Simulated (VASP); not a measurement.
Ru:

```xyz
1
Lattice="0.0000 1.9034 1.9034 1.9034 0.0000 1.9034 1.9034 1.9034 0.0000" Properties=species:S:1:pos:R:3 pbc="T T T"
Ru    0.0000    0.0000    0.0000
```

Base run:

- Program: VASP 6.6.1
- Functional: PBE
- Potentials or basis: VASP PAW PBE potentials, release 64 (Ru_pv)
- Cutoff: 520 eV
- k mesh: 8 × 8 × 8
- Occupations: gaussian, width 0.05 eV
- Spin: no spin polarisation

Its results: band gap on the k mesh zero (band 7 reaches 14.69 eV, above the bottom of band 8 at 11.63 eV); pressure -0.1 GPa.

Task: The run is repeated on the same cell with these changes: functional from PBE to r2SCAN; k mesh from 8 × 8 × 8 to 18 × 18 × 18. What comes out?

Result: Band gap on the k mesh zero (band 7 reaches 14.65 eV, above the bottom of band 8 at 11.15 eV); pressure -4.3 GPa.

Several settings changed at once, so the effect can't be laid on one alone.

Caveats: the PAW data sets were made with another functional, which shifts forces and pressure a little (some runs).
